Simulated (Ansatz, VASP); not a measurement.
**Two plane-wave programs on F**

Contents of POSCAR:

```
F
1.0
    2.5563224200     -1.5840272500      0.0000000000
    2.5563224200      1.5840272500      0.0000000000
   -0.5621106000      0.0000000000      6.5977089000
F
4
Direct
    0.5958328800      0.9153359700      0.5979555000
    0.0846640300      0.4041671200      0.9020445000
    0.4041671200      0.0846640300      0.4020445000
    0.9153359700      0.5958328800      0.0979555000
```

Contents of INCAR.step1:

```
ALGO = Normal
EDIFF = 1E-4
ENCUT = 520
GGA = PE
ISMEAR = 0
LASPH = True
LCHARG = False
LREAL = False
LWAVE = True
NBANDS = 22
NELM = 60
PREC = Accurate
SIGMA = 0.01
```

File INCAR.step2:

```
ALGO = Normal
EDIFF = 1E-6
ENCUT = 520
ISIF = 2
ISMEAR = 0
ISTART = 1
LASPH = True
LCHARG = False
LMIXTAU = True
LREAL = False
LWAVE = False
METAGGA = R2SCAN
NBANDS = 22
NELM = 60
PREC = Accurate
SIGMA = 0.01
```

Contents of KPOINTS:

```
k-points
0
Gamma
  8 8 4
```

Input for Ansatz:

```yaml
crystal:
  lattice:
    - [2.55632242, -1.58402725, 0.0]
    - [2.55632242, 1.58402725, 0.0]
    - [-0.5621106, 0.0, 6.5977089]
  atoms:
    - { symbol: F, position: [0.59583288, 0.91533597, 0.5979555] }
    - { symbol: F, position: [0.08466403, 0.40416712, 0.9020444999999999] }
    - { symbol: F, position: [0.40416712, 0.08466402999999999, 0.4020445] }
    - { symbol: F, position: [0.9153359699999999, 0.59583288, 0.0979555] }
basis:
  ecutwfc: 571.4391111657479
kpoints:
  mp_grid:
    grid: [8, 8, 4]
hamiltonian:
  xc: r2scan
  pseudopotentials:
    kind: paw
scf:
  convergence:
    dr2_threshold: 1.0e-10
  occupations:
    method: fixed
output:
  optics:
    de: 0.1
    nscf_kmesh:
      grid: [8, 8, 4]
    bands:
      spectra_wanted_up_to: 10.0
```

Alike in both runs: task single point; functional r2SCAN; k mesh 8 × 8 × 4; no spin polarisation.

|  | VASP | Ansatz |
| --- | --- | --- |
| version | VASP 6.6.1 | Ansatz 0.2.0 |
| potentials or method | VASP PAW PBE potentials, release 64 (F), cutoff 520 eV | plane waves, PAW |
| occupations | gaussian, width 0.01 eV | fixed |
| valence electrons in the cell | 28 | 28 |

Ansatz gave:

- gap on the k mesh at the Fermi level (eV): 3.59

**Question.** Which values does VASP return?

**Answer.** gap on the k mesh at the Fermi level (eV): 3.51.

VASP's potentials were made for PBE, not for r2SCAN. Ansatz's warnings: settled levels scf threshold loose.
